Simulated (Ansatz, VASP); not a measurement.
Two plane-wave programs on Sr2W

```
Sr W
1.0
     5.66750    0.00000    0.00000
    -2.83375    4.90820    0.00000
     0.00000    0.00000    2.97185
Sr W
2 1
Direct
  0.33333 0.66667 0.50000
  0.66667 0.33333 0.50000
  0.00000 0.00000 0.00000
```

Alike in both runs: functional PBE; k mesh 12 × 12 × 16; occupations gaussian, width 0.1 eV; no spin polarisation.

Ansatz relaxed the structure, and its values are those at the end. VASP's run is a single point on that final structure, the one shown.

|  | VASP | Ansatz |
| --- | --- | --- |
| version | VASP 6.6.1 | Ansatz 0.2.0 |
| potentials or method | VASP PAW PBE potentials, release 64 (Sr_sv, W_sv), cutoff 520 eV | scalar-relativistic, plane waves, PAW |
| valence electrons in the cell | 34 | 34 |

```csv
,VASP,Ansatz,Ansatz less VASP
gap on the k mesh at the Fermi level (eV),none,none,-
pressure (GPa),0.2,0.0,-0.21
```

A gap of «none» marks a metal or a gap that the smearing closes.

Spin-orbit coupling is off throughout.
